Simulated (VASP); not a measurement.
CuO:

```
Cu O
1.0
     3.17953    0.00000    0.00000
    -1.58977    2.75356    0.00000
     0.00000    0.00000    4.43149
Cu O
2 2
Direct
  0.00000 0.00000 0.00000
  0.00000 0.00000 0.50000
  0.33333 0.66667 0.25000
  0.66667 0.33333 0.75000
```

```yaml
Program: VASP 6.6.1
Task: relaxation of cell and atoms
Functional: BLYP
Dispersion: D3(BJ)
Potentials_or_basis: VASP PAW PBE potentials, release 64 (Cu, O)
Cutoff: 600 eV
k_mesh: 10 × 10 × 6
Occupations: fermi-dirac, width 0.05 eV
Spin: no spin polarisation
```

At the start: pressure 3.2 GPa; volume 9.70 Å³/atom.

Q: Where does the relaxation end?

A: Over 14 steps the energy falls by 177.6 meV/atom and the volume is 9.53 Å³/atom (-1.8 %); space group P6_3/mmc (No. 194, to 0.1 Å) before and after.

The path:
```tsv
step	energy change (eV)	largest force (eV/Å)	pressure (GPa)	volume (Å³)
1	0.0000	0.0000	3.21	38.80
2	-0.6041	0.0000	-5.08	39.66
3	-0.6574	0.0000	-6.71	39.85
4	-0.6641	0.0000	-7.23	39.91
5	-0.6994	0.0000	4.25	37.27
6	-0.7100	0.0000	0.20	38.09
7	-0.7100	0.0000	0.49	38.06
8	-0.7102	0.0000	-0.48	38.22
9	-0.7103	0.0000	-0.12	38.17
10	-0.7103	0.0000	-0.32	38.18
11	-0.7103	0.0000	-0.20	38.17
12	-0.7104	0.0000	-0.20	38.14
13	-0.7104	0.0000	-0.05	38.10
14	-0.7104	0.0000	-0.04	38.11
```

Final structure:
```cif
data_structure
_symmetry_space_group_name_H-M 'P 1'
_symmetry_Int_Tables_number 1
_cell_length_a 2.9468
_cell_length_b 2.9468
_cell_length_c 5.0676
_cell_angle_alpha 90.000
_cell_angle_beta 90.000
_cell_angle_gamma 120.000
_cell_volume 38.11
loop_
_atom_site_label
_atom_site_type_symbol
_atom_site_fract_x
_atom_site_fract_y
_atom_site_fract_z
_atom_site_occupancy
Cu1 Cu 0.00000 0.00000 0.00000 1
Cu2 Cu 0.00000 0.00000 0.50000 1
O1 O 0.33333 0.66667 0.25000 1
O2 O 0.66667 0.33333 0.75000 1
```

Caveat: the PAW data sets were made with another functional, which shifts forces and pressure a little.
